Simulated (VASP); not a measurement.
Write the native input for VASP 6.6.1 that does the following.

| Property | Result |
| --- | --- |
| Task | single point |
| Functional | PBEsol |
| Potentials or basis | VASP PAW PBE potentials, release 64 (O, H, F) |
| Cutoff | 520 eV |
| k mesh | 1 × 1 × 1 |
| Occupations | fermi-dirac, width 0.02 eV |
| Spin | no spin polarisation |
| Dipole correction | no |
| Further INCAR settings | LREAL = Auto; ALGO = Normal; EDIFF = 1e-06; NBANDS = 55 |

The structure of H17O8F lies in POSCAR:

```
H17O8F
1.0
    6.7047270000      0.0000000000      0.0000000000
    0.0000000000      6.7047270000      0.0000000000
    0.0000000000      0.0000000000      6.7047270000
O H F
8 17 1
Direct
    0.8737268497     -0.0553937543      0.3498725601
    0.5097895858      0.4141406503      0.3520352134
    0.4637176130      0.7217594393      0.8634505178
    0.7924409152      0.1723261812      0.6710340332
    0.1493573116      0.7235641362      0.4435825650
    0.1425412250      0.4498020576      0.0324547144
    0.5040473684      0.2963282472      0.8512501702
    0.4418822720      0.0944557474      0.1608715761
    0.8137542364     -0.0337672212      0.4696984680
    1.0084526932     -0.1390362352      0.3992257999
    0.5546832854      0.5116986866      0.2623969626
    0.4934578246      0.2841129848      0.2835163907
    0.3547795458      0.7701432139      0.7808520765
    0.5802025944      0.7823584763      0.8644050682
    0.6994617380      0.2191140668      0.5496420660
    0.9223492619      0.2498834032      0.6586547073
    0.2836953690      0.6591767271      0.4887447319
    0.1513260719      0.6782826504      0.2967756927
    0.2422917443      0.5275979171     -0.0383162506
    0.1790229490      0.4458197925      0.1614532553
    0.5397982647      0.4411812740      0.8533233344
    0.5942523834      0.2227980349      0.9285090952
    0.3913656738      0.1708943556      0.0532460158
    0.5536541607      0.0011931880      0.1126816946
    0.8079523596      0.9777131865      1.2126369948
    0.7217892690      0.9879746036      1.0317347746
```

One way to write it, as run:

INCAR

```
  PREC = Accurate
  ENCUT = 520
  EDIFF = 1E-6
  ISMEAR = -1
  SIGMA = 0.02
  LREAL = Auto
  LASPH = True
  NELM = 100
  ALGO = Normal
  ISIF = 2
  LWAVE = False
  LCHARG = False
  GGA = PS
  NBANDS = 55
```

KPOINTS

```
Automatic mesh
0
Gamma
  1 1 1
```

Potentials or basis: VASP PAW PBE potentials, release 64 (O, H, F).

The run is started by

```bash
$ cat potpaw_PBE.64/O/POTCAR potpaw_PBE.64/H/POTCAR potpaw_PBE.64/F/POTCAR > POTCAR
$ mpirun -np 1 vasp_gam > vasp.out
```

It gave:

| Quantity | Value |
| --- | --- |
| Pressure | 3.7 GPa |
| Largest force | 7.845 eV/Å |
| Band gap on the k mesh | 3.02 eV |

Caveat: the k points lie up to 0.94 Å⁻¹ apart; the PAW data sets were made with another functional, which shifts forces and pressure a little.

It took 32 s on 1 thread of Intel(R) Xeon(R) Platinum 8488C (Sapphire Rapids), on a shared host, peak memory 0.32 GiB.
